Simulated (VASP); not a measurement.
Set up this calculation in VASP 6.6.1, as the native input.

- Task: single point
- Functional: r2SCAN
- Potentials or basis: VASP PAW PBE potentials, release 64 (La, O)
- Cutoff: 520 eV
- k mesh: 6 × 6 × 4
- Occupations: fermi-dirac, width 0.02 eV
- Spin: no spin polarisation
- Dipole correction: no
- Further INCAR settings: ALGO = Normal; EDIFF = 1e-06; NBANDS = 28

The system is La2O3.

```
CELL_PARAMETERS angstrom
3.93509 0.00000 0.00000
-1.96755 3.40789 0.00000
0.00000 0.00000 6.12623
ATOMIC_POSITIONS crystal
La 0.33333 0.66667 0.24616
La 0.66667 0.33333 0.75384
O 0.00000 0.00000 0.00000
O 0.33333 0.66667 0.64611
O 0.66667 0.33333 0.35389
```

One way to write it, as run:

POSCAR

```
La2O3
1.0
    3.9350929413      0.0000000000      0.0000000000
   -1.9675464707      3.4078904534      0.0000000000
    0.0000000000      0.0000000000      6.1262268541
La O
2 3
Direct
    0.3333333333      0.6666666667      0.2461581727
    0.6666666667      0.3333333333      0.7538418273
    0.0000000000      0.0000000000      0.0000000000
    0.3333333333      0.6666666667      0.6461107659
    0.6666666667      0.3333333333      0.3538892341
```

INCAR.step1

```
SYSTEM = La2O3
ALGO = Normal
EDIFF = 1E-4
ENCUT = 520
GGA = PE
ISMEAR = -1
LASPH = .TRUE.
LCHARG = .FALSE.
LREAL = .FALSE.
LWAVE = .TRUE.
NBANDS = 28
NELM = 100
PREC = Accurate
SIGMA = 0.02
```

INCAR.step2

```
SYSTEM = La2O3
ALGO = Normal
EDIFF = 1E-6
ENCUT = 520
ISIF = 2
ISMEAR = -1
ISTART = 1
LASPH = .TRUE.
LCHARG = .FALSE.
LMIXTAU = .TRUE.
LREAL = .FALSE.
LWAVE = .FALSE.
METAGGA = R2SCAN
NBANDS = 28
NELM = 100
PREC = Accurate
SIGMA = 0.02
```

KPOINTS

```
k-points
0
G
  6 6 4
  0 0 0
```

Potentials or basis: VASP PAW PBE potentials, release 64 (La, O).

Command:

```sh
$ cat potpaw_PBE.64/La/POTCAR potpaw_PBE.64/O/POTCAR > POTCAR
$ cp INCAR.step1 INCAR
$ mpirun -np 1 vasp_std > vasp.out
$ cp INCAR.step2 INCAR
$ mpirun -np 1 vasp_std > vasp.out
```

Results of the run:

The pressure is -0.5 GPa. The largest force is 0.022 eV/Å and the band gap on the k mesh is 4.24 eV (least direct gap 4.36 eV).

Caveat: the PAW data sets were made with another functional, which shifts forces and pressure a little; spin-orbit coupling is left out, which moves the levels of the heavy elements.

Wall time 4.7 min on 1 thread of Intel(R) Xeon(R) Platinum 8259CL CPU @ 2.50GHz (Skylake/Cascade Lake), with other jobs on the host, peak memory 0.24 GiB.
